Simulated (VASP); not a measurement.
A run of VASP 6.6.1 is set up as follows.

File POSCAR:

```
SnTe
1.0
    0.0000000000      3.6111460000      3.6111460000
    3.6111460000      0.0000000000      3.6111460000
    3.6111460000      3.6111460000      0.0000000000
Te Sn
1 1
Direct
    0.2500000000      0.2500000000      0.2500000000
    0.0000000000      0.0000000000      0.0000000000
```

Contents of INCAR.step1:

```
SYSTEM = SnTe
  ALGO = Normal
  EDIFF = 1E-4
  ENCUT = 600
  GGA = PE
  ISMEAR = -1
  LASPH = .True.
  LCHARG = .False.
  LREAL = .False.
  LWAVE = .True.
  NELM = 100
  PREC = Accurate
  SIGMA = 0.05
```

The input INCAR.step2:

```
SYSTEM = SnTe
  ALGO = Normal
  EDIFF = 1E-6
  EDIFFG = -0.01
  ENCUT = 600
  IBRION = 2
  ISIF = 3
  ISMEAR = -1
  ISTART = 1
  IVDW = 13
  LASPH = .True.
  LCHARG = .False.
  LMIXTAU = .True.
  LREAL = .False.
  LWAVE = .False.
  METAGGA = R2SCAN
  NELM = 100
  NSW = 60
  PREC = Accurate
  SIGMA = 0.05
  VDW_A1 = 0.51559235
  VDW_A2 = 5.77342911
  VDW_S6 = 1.0
  VDW_S8 = 0.6018749
```

KPOINTS

```
k-points
0
Gamma
  7 7 7
  0 0 0
```

Potentials or basis: VASP PAW PBE potentials, release 64 (Te, Sn_d).

The run is started by

```bash
$ cat potpaw_PBE.64/Te/POTCAR potpaw_PBE.64/Sn_d/POTCAR > POTCAR
$ cp INCAR.step1 INCAR
$ mpirun -np 1 vasp_std > vasp.out
$ cp INCAR.step2 INCAR
$ mpirun -np 1 vasp_std > vasp.out
```

(1) Predict the space group after relaxing (to 0.1 Å).

(2) What does it give for the dispersion energy per atom?

(3) What does it give for the relaxed volume?

Results:

(1) F-43m (No. 216).

(2) -0.113 eV.

(3) 45.48 Å³/atom.

Caveat: the PAW data sets were made with another functional, which shifts forces and pressure a little.
